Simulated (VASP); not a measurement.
Here is a VASP 6.6.1 calculation.

Contents of INCAR:

```
SYSTEM = C
ALGO = Normal
EDIFF = 1E-6
ENCUT = 600
GGA = PE
GGA_COMPAT = .FALSE.
ISIF = 2
ISMEAR = 0
IVDW = 12
LASPH = .TRUE.
LCHARG = .FALSE.
LREAL = .FALSE.
LWAVE = .FALSE.
NBANDS = 16
NELM = 120
PREC = Accurate
SIGMA = 0.15
```

File KPOINTS:

```
k-points
0
G
  21 21 8
  0 0 0
```

Contents of POSCAR:

```
C
1.0
    2.2725385636      0.0000000000      0.0000000000
   -1.1362692818      1.9680761272      0.0000000000
    0.0000000000      0.0000000000      7.4552900118
C
4
Direct
    0.0000000000      0.0000000000      0.0025000000
    0.0000000000      0.0000000000      0.5025000000
    0.3333333333      0.6666666667      0.0025000000
    0.6666666667      0.3333333333      0.5025000000
```

Potentials or basis: VASP PAW PBE potentials, release 64 (C).

Launch:

```bash
$ cat potpaw_PBE.64/C/POTCAR > POTCAR
$ mpirun -np 1 vasp_std > vasp.out
```

Problem. What does it give for the band gap on the k mesh?

Solution. Zero (filled and empty bands overlap).

Problem. What does it give for the pressure?

Solution. 84.9 GPa.

Problem. Estimate the dispersion energy per atom.

Solution. -0.125 eV.

Stress tensor (GPa, compression positive):
```
128.54   0.00   0.00
  0.00 128.54   0.00
  0.00   0.00  -2.48
```
